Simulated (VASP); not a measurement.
A run of VASP 6.6.1 is set up as follows.

INCAR

```
SYSTEM = Ga
ALGO     = Normal         ! electronic algorithm
EDIFF    = 1E-6           ! SCF threshold, eV
ENCUT    = 500            ! plane-wave cutoff, eV
GGA_COMPAT= .FALSE.      
ISIF     = 2              ! what is computed and relaxed
ISMEAR   = -1             ! smearing method
LASPH    = .TRUE.         ! aspherical terms in the spheres
LCHARG   = .FALSE.        ! write CHGCAR
LREAL    = .FALSE.        ! projectors in reciprocal space
LWAVE    = .FALSE.        ! write WAVECAR
NBANDS   = 20             ! bands
NELM     = 120            ! most SCF steps
PREC     = Accurate       ! precision mode
SIGMA    = 0.05           ! smearing width, eV
```

The input KPOINTS:

```
k-points
0
G
  10 10 8
  0 0 0
```

File POSCAR:

```
Ga
1.0
    1.4500000000     -4.0650000000      0.0000000000
    1.4500000000      4.0650000000      0.0000000000
    0.0000000000      0.0000000000      3.1700000000
Ga
2
Direct
    0.1330000000      0.8670000000      0.7500000000
    0.8670000000      0.1330000000      0.2500000000
```

Potentials or basis: VASP PAW LDA potentials, release 64 (Ga_d).

The run is started by

```console
$ cat potpaw_LDA.64/Ga_d/POTCAR > POTCAR
$ mpirun -np 1 vasp_std > vasp.out
```

**Question.** What does it give for the pressure?

**Answer.** -4.1 GPa.

**Question.** Estimate the largest force.

**Answer.** 0.202 eV/Å.

Forces in eV/Å, atoms in the order of the input:
```
Ga   0.000 -0.202  0.000
Ga   0.000  0.202  0.000
```

Caveat: the cell stands under tension.
